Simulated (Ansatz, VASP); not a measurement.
**Two plane-wave programs on Rb2O3**

```
CELL_PARAMETERS angstrom
-4.64420 4.64420 4.64420
4.64420 -4.64420 4.64420
4.64420 4.64420 -4.64420
ATOMIC_POSITIONS crystal
Rb 0.89246 0.89246 0.89246
Rb 0.10754 0.50000 0.00000
Rb 0.50000 0.00000 0.60754
Rb 0.00000 0.10754 0.50000
Rb 0.60754 0.50000 0.00000
Rb 0.39246 0.39246 0.39246
Rb 0.00000 0.60754 0.50000
Rb 0.50000 0.00000 0.10754
O 0.25000 0.19590 0.94590
O 0.80410 0.25000 0.05410
O 0.75000 0.30410 0.55410
O 0.69590 0.75000 0.44590
O 0.94590 0.25000 0.19590
O 0.05410 0.80410 0.25000
O 0.55410 0.75000 0.30410
O 0.44590 0.69590 0.75000
O 0.75000 0.44590 0.69590
O 0.19590 0.94590 0.25000
O 0.25000 0.05410 0.80410
O 0.30410 0.55410 0.75000
```

Alike in both runs: task single point; functional LDA; k mesh 4 × 4 × 4; occupations gaussian, width 0.1 eV; no spin polarisation.

```csv
,VASP,Ansatz
version,VASP 6.6.1,Ansatz 0.2.0
potentials or method,"VASP PAW LDA potentials, release 64 (Rb_sv, O), cutoff 520 eV","scalar-relativistic, plane waves, PAW"
valence electrons in the cell,144,144
```

|  | VASP | Ansatz | Ansatz less VASP |
| --- | --- | --- | --- |
| gap on the k mesh at the Fermi level (eV) | none | none | - |
| pressure (GPa) | -0.9 | -1.6 | -0.70 |
| rms of the force components (eV/Å) | 1.250 | 0.955 | -0.2950 |

LDA's correlation is that of Perdew and Zunger in VASP and of Perdew and Wang (1992) in Ansatz. Atom by atom the forces differ by 0.295 eV/Å (rms over components). A gap of «none» marks a metal or a gap that the smearing closes.
